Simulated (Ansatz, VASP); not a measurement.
## Two plane-wave programs on Ta2N

```
CELL_PARAMETERS angstrom
3.06184 -0.07149 0.00000
-1.59284 2.68738 0.00000
0.00000 0.00000 5.12226
ATOMIC_POSITIONS crystal
Ta 0.66667 0.33333 0.74669
Ta 0.33333 0.66667 0.25331
N 0.00000 0.00000 0.00000
```

Change from the starting cell: engineering shear strain xy -0.0467, normal strain along z +0.0700.

Alike in both runs: task single point; functional LDA; k mesh 15 × 15 × 8; occupations gaussian, width 0.15 eV; no spin polarisation.

|  | VASP | Ansatz |
| --- | --- | --- |
| version | VASP 6.6.1 | Ansatz 0.2.0 |
| potentials or method | VASP PAW LDA potentials, release 64 (Ta_pv, N), cutoff 520 eV | scalar-relativistic, plane waves, PAW |
| valence electrons in the cell | 27 | 31 |

|  | VASP | Ansatz | Ansatz less VASP |
| --- | --- | --- | --- |
| gap on the k mesh at the Fermi level (eV) | none | none | - |
| pressure (GPa) | -16.5 | -17.7 | -1.22 |
| traceless stress, the component that is largest in VASP (GPa) | -7.98 | -7.87 | +0.113 |
| rms of the force components (eV/Å) | 0.057 | 0.042 | -0.0144 |

Ansatz warns that its potentials were made for another functional, while VASP's fit it. LDA's correlation is that of Perdew and Zunger in VASP and of Perdew and Wang (1992) in Ansatz. Atom by atom the forces differ by 0.021 eV/Å (rms over components). A gap of «none» marks a metal or a gap that the smearing closes. VASP's potentials hold 27 valence electrons a cell and Ansatz's 31, so a difference there can come from the potentials and not from the codes.

Neither program's run includes spin-orbit coupling.
